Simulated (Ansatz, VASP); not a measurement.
Two plane-wave programs on Hf

```
Hf
1.0
     2.91739    0.00000    0.00000
     0.00000    2.91739    0.00000
     0.00000    0.00000    2.91739
Hf
1
Direct
  0.00000 0.00000 0.00000
```

Alike in both runs: functional PBE; k mesh 11 × 11 × 11; occupations fermi-dirac, width 0.1 eV; no spin polarisation.

Ansatz relaxed the structure, and its values are those at the end. VASP's run is a single point on that final structure, the one shown.

|  | VASP | Ansatz |
| --- | --- | --- |
| version | VASP 6.6.1 | Ansatz 0.2.0 |
| potentials or method | VASP PAW PBE potentials, release 64 (Hf_pv), cutoff 520 eV | plane waves (420 eV) with PAW, scalar-relativistic |
| valence electrons in the cell | 10 | 26 |

```csv
,VASP,Ansatz,Ansatz less VASP
pressure (GPa),-0.3,0.0,+0.29
```

VASP's potentials hold 10 valence electrons a cell and Ansatz's 26, so a difference there can come from the potentials and not from the codes.

Neither program's run includes spin-orbit coupling.
